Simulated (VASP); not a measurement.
# Mo (Pm-3m) in VASP: a series of runs, part 2 of 2

VASP 6.6.1. The steps go on from the part before.

**4. Single point, LDA (18.74 Å³/atom)**

This run uses another cell than the first one, of 18.74 Å³/atom.

INCAR reads:

```
SYSTEM = Mo
PREC = Accurate ; ENCUT = 500
EDIFF = 1E-6 ; ISMEAR = -1
SIGMA = 0.1 ; LREAL = .FALSE.
LASPH = .TRUE. ; NELM = 120
ALGO = Normal ; ISIF = 2
LWAVE = .FALSE. ; LCHARG = .FALSE.
GGA = CA ; NBANDS = 13
GGA_COMPAT = .FALSE.
```

KPOINTS reads:

```
regular mesh
0
G
  14 14 14
  0 0 0
```

POSCAR reads:

```
Mo
1.0
    2.6563492484      0.0000000000      0.0000000000
    0.0000000000      2.6563492484      0.0000000000
    0.0000000000      0.0000000000      2.6563492484
Mo
1
Direct
    0.0000000000      0.0000000000      0.0000000000
```

Potentials or basis: VASP PAW LDA potentials, release 64 (Mo_sv).

Started as:

```sh
$ cat potpaw_LDA.64/Mo_sv/POTCAR > POTCAR
$ mpirun -np 1 vasp_std > vasp.out
```

OUTCAR:

```text
SYSTEM = Mo
   PREC = Accurate
   ENCUT = 500
   EDIFF = 1E-6
   ISMEAR = -1
   LREAL = .FALSE.
   LASPH = .TRUE.
   NELM = 120
   ISIF = 2
   GGA = CA

 ion  position               nearest neighbor table
   1  0.000  0.000  0.000-

  LATTYP: Found a simple cubic cell.
 ALAT       =     2.6563492484

  Lattice vectors:

 A1 = (   2.6563492484,   0.0000000000,   0.0000000000)
 A2 = (   0.0000000000,   2.6563492484,   0.0000000000)
 A3 = (   0.0000000000,   0.0000000000,   2.6563492484)

Analysis of symmetry for initial positions (statically):
=====================================================================
 Subroutine PRICEL returns:
 Original cell was already a primitive cell.

 Routine SETGRP: Setting up the symmetry group for a
 simple cubic supercell.

 Subroutine GETGRP returns: Found 48 space group operations
 (whereof 48 operations were pure point group operations)
 out of a pool of 48 trial point group operations.

The static configuration has the point symmetry O_h .

Analysis of symmetry for dynamics (positions and initial velocities):
=====================================================================
 Subroutine PRICEL returns:
 Original cell was already a primitive cell.

 Routine SETGRP: Setting up the symmetry group for a
 simple cubic supercell.

 Subroutine GETGRP returns: Found 48 space group operations
 (whereof 48 operations were pure point group operations)
 out of a pool of 48 trial point group operations.

The dynamic configuration has the point symmetry O_h .

 Subroutine INISYM returns: Found 48 space group operations
 (whereof 48 operations are pure point group operations),
 and found     1 'primitive' translations

----------------------------------------------------------------------------------------

                                     Primitive cell

  volume of cell :      18.7437

  direct lattice vectors                    reciprocal lattice vectors
     2.656349248  0.000000000  0.000000000     0.376456522  0.000000000  0.000000000
     0.000000000  2.656349248  0.000000000     0.000000000  0.376456522  0.000000000
     0.000000000  0.000000000  2.656349248     0.000000000  0.000000000  0.376456522

  length of vectors
     2.656349248  2.656349248  2.656349248     0.376456522  0.376456522  0.376456522

  position of ions in fractional coordinates (direct lattice)
     0.000000000  0.000000000  0.000000000

  ion indices of the primitive-cell ions
   primitive index   ion index
                 1           1

----------------------------------------------------------------------------------------

 KPOINTS: regular mesh

Automatic generation of k-mesh.
 Grid dimensions read from file:
 generate k-points for:   14   14   14

 Generating k-lattice:

  Cartesian coordinates                     Fractional coordinates (reciprocal lattice)
     0.026889752  0.000000000  0.000000000     0.071428571  0.000000000  0.000000000
     0.000000000  0.026889752  0.000000000     0.000000000  0.071428571  0.000000000
     0.000000000  0.000000000  0.026889752     0.000000000  0.000000000  0.071428571

  Length of vectors
     0.026889752  0.026889752  0.026889752

  Shift w.r.t. Gamma in fractional coordinates (k-lattice)
     0.000000000  0.000000000  0.000000000

 Subroutine IBZKPT returns following result:
 ===========================================

 Found    120 irreducible k-points:

 Following reciprocal coordinates:
            Coordinates               Weight
  0.000000  0.000000  0.000000      1.000000
  0.071429  0.000000  0.000000      6.000000
  0.142857  0.000000  0.000000      6.000000
  0.214286  0.000000  0.000000      6.000000
  0.285714  0.000000  0.000000      6.000000
  0.357143  0.000000  0.000000      6.000000
[... 16 lines left out ...]
  0.285714  0.214286  0.000000     24.000000
  0.357143  0.214286  0.000000     24.000000
 [... further k-points ...]
   k-points           NKPTS =    120   k-points in BZ     NKDIM =    120   number of bands    NBANDS=     13
   number of dos      NEDOS =    301   number of ions     NIONS =      1
   total plane-waves  NPLWV =   8000
   dimension x,y,z NGX =    20 NGY =   20 NGZ =   20
   dimension x,y,z NGXF=    40 NGYF=   40 NGZF=   40
   ions per type =               1
   NGX,Y,Z   is equivalent  to a cutoff of  12.52, 12.52, 12.52 a.u.
   NGXF,Y,Z  is equivalent  to a cutoff of  25.03, 25.03, 25.03 a.u.
 SYSTEM =  Mo
   PREC   = accura    normal or accurate (medium, high low for compatibility)
   ISTART =      0    job   : 0-new  1-cont  2-samecut
   ICHARG =      2    charge: 1-file 2-atom 10-const
   ISPIN  =      1    spin polarized calculation?
   LNONCOLLINEAR =      F non collinear calculations
   LSORBIT =      F    spin-orbit coupling
   LASPH  =      T    aspherical Exc in radial PAW
   ENCUT  =  500.0 eV  36.75 Ry    6.06 a.u.   4.84  4.84  4.84*2*pi/ulx,y,z
   NELM   =    120;   NELMIN=  2; NELMDL= -5     # of ELM steps
   EDIFF  = 0.1E-05   stopping-criterion for ELM
   LREAL  =      F    real-space projection
   EDIFFG = 0.1E-04   stopping-criterion for IOM
   NSW    =      0    number of steps for IOM
   IBRION =     -1    ionic relax: 0-MD 1-quasi-New 2-CG
   NFREE  =      0    steps in history (QN), initial steepest desc. (CG)
   ISIF   =      2    stress and relaxation
   ISYM   =      2    0-nonsym 1-usesym 2-fastsym
   POTIM  = 0.5000    time-step for ionic-motion
   TEBEG  =    0.0;   TEEND  =   0.0 temperature during run
   PSTRESS=    0.0 pullay stress
   NELECT =      14.0000    total number of electrons
   NUPDOWN=      -1.0000    fix difference up-down
   EMIN   =  10.00;   EMAX   =-10.00  energy-range for DOS
   EFERMI =   0.00;   METHOD = LEGACY
   ISMEAR =    -1;   SIGMA  =   0.10  broadening in eV -4-tet -1-fermi 0-gaus
   EFERMI_NEDOS =   21; number of points for ismear=-14 and -15
   IALGO  =     38    algorithm
   IMIX   =      4    mixing-type and parameters
     AMIX     =   0.40;   BMIX     =  1.00
     AMIX_MAG =   1.60;   BMIX_MAG =  1.00
  volume/ion in A,a.u.               =      18.74       126.49
  Fermi-wavevector in a.u.,A,eV,Ry     =   1.485362  2.806927 30.018541  2.206301
  Thomas-Fermi vector in A             =   2.598783
   LORBIT       =      0    0 simple, 1 ext, 2 COOP (PROOUT), +10 PAW based schemes
   GGA     = CA    functional components
   LHFCALC =     F    Hartree Fock is set to
   AEXX    =    0.0000 exact exchange contribution
   IVDW    =     0    specifies the selected vdW correction
   LEPSILON=     F    determine dielectric tensor
   LRPA    =     F    only Hartree local field effects (RPA)
 non-spin polarized calculation
  energy-cutoff  :      500.00
  volume of cell :       18.74
 maximum number of plane-waves:       491
 NGX is ok and might be reduce to    20
   NGX =  9   NGY =  9   NGZ =  9

 number of electron      14.0000008 magnetization

 Free energy of the ion-electron system (eV)
  ---------------------------------------------------
  ext. energy  EPLUGINS =         0.00000000
  ---------------------------------------------------
  free energy    TOTEN  =       -10.83956809 eV

  energy without entropy =      -10.79793533  energy(sigma->0) =      -10.81875171

 E-fermi :   9.6283     XC(G=0): -12.4711

 val. band max:        9.6054395814   @ k =   0.3571   0.2857   0.2143
 cond. band min:       9.6451892683   @ k =   0.3571   0.3571   0.1429
 fundamental gap:      0.0397496869
 Fermi energy:         9.6283030393

 k-point     1 :       0.0000    0.0000    0.0000
  band No.  band energies     occupation
      1     -51.1103      2.00000
      2     -24.6868      2.00000
      3     -24.6868      2.00000
      4     -24.6868      2.00000
      5       3.3707      2.00000
      6       5.8015      2.00000
      7       5.8015      2.00000
      8      13.1184      0.00000
      9      13.1184      0.00000
     10      13.1184      0.00000
     11      24.5058      0.00000
     12      24.5058      0.00000
     13      24.5058      0.00000
[... 353 lines left out ...]
 k-point    24 :       0.3571    0.2143    0.0000
  band No.  band energies     occupation
      1     -50.9226      2.00000
      2     -25.6407      2.00000
      3     -25.0750      2.00000
      4     -24.5531      2.00000
      5       6.2342      2.00000
      6       7.0830      2.00000
      7       8.7108      1.99979
      8      10.8484      0.00001
      9      11.4047      0.00000
     10      12.1665      0.00000
     11      19.1091      0.00000
     12      24.1230      0.00000
     13      26.3657      0.00000

 [... further k-points ...]

------------------------ aborting loop because EDIFF is reached ----------------------------------------

  FORCE on cell =-STRESS in cart. coord.  units (eV):
  Direction    XX          YY          ZZ          XY          YZ          ZX
  --------------------------------------------------------------------------------------
  -------------------------------------------------------------------------------------
  Total       -2.2807881     -2.2807881     -2.2807881      0.0000000      0.0000000      0.0000000
  in kB     -194.9575245   -194.9575245   -194.9575245      0.0000000      0.0000000      0.0000000
  external PRESSURE =    -194.9575245 kB  Pullay stress =       0.0000000 kB

 VOLUME and BASIS-vectors are now :
 -----------------------------------------------------------------------------
  energy-cutoff  :      500.00
  volume of cell :       18.74
      direct lattice vectors                 reciprocal lattice vectors
     2.656349248  0.000000000  0.000000000     0.376456522  0.000000000  0.000000000
     0.000000000  2.656349248  0.000000000     0.000000000  0.376456522  0.000000000
     0.000000000  0.000000000  2.656349248     0.000000000  0.000000000  0.376456522

 POSITION                                       TOTAL-FORCE (eV/Angst)
 -----------------------------------------------------------------------------------
      0.00000      0.00000      0.00000         0.000000      0.000000      0.000000
 -----------------------------------------------------------------------------------
    total drift:                               -0.000000      0.000000      0.000000

  FREE ENERGIE OF THE ION-ELECTRON SYSTEM (eV)
  ---------------------------------------------------
  free  energy   TOTEN  =       -10.8395680907 eV

  energy  without entropy=      -10.7979353312  energy(sigma->0) =      -10.81875171
```

stdout:

```text
POSCAR found type information on POSCAR Mo
 POSCAR found :  1 types and       1 ions
 scaLAPACK will be used
 LDA part: xc-table for (Slater(with rela. corr.)+CA(PZ))
 , standard interpolation
 POSCAR, INCAR and KPOINTS ok, starting setup
 FFT: planning ... GRIDC
 FFT: planning ... GRID_SOFT
 FFT: planning ... GRID
 WAVECAR not read
 entering main loop
```

Wall time 10 s (1 thread of Intel Xeon Platinum 8488C (Sapphire Rapids), shared host); peak memory 0.13 GiB.

What came out:

```yaml
Free_energy: -10.8396 eV
Pressure: -19.5 GPa
Band_gap_on_the_k_mesh: zero (bands 7 and 8 overlap by 2.12 eV)
```

Caveat: the cell stands under tension.

**5. Overview**

```csv
cell,gap on the mesh (eV),pressure (GPa)
"a = 2.558 Å, 1 atom",none,-0.2
"a = 2.624 Å, 1 atom",none,-14.4
"a = 2.656 Å, 1 atom",none,-19.5
```

Alike in all rows: task single point; level LDA; potentials or basis VASP PAW LDA potentials, release 64 (Mo_sv); no spin polarisation; k mesh 14 × 14 × 14; cutoff (eV) 500; smearing fermi-dirac 0.1 eV.

Caveats: the cell stands under tension (at least some runs).

Absolute energies hang on the potentials; compare differences alone.
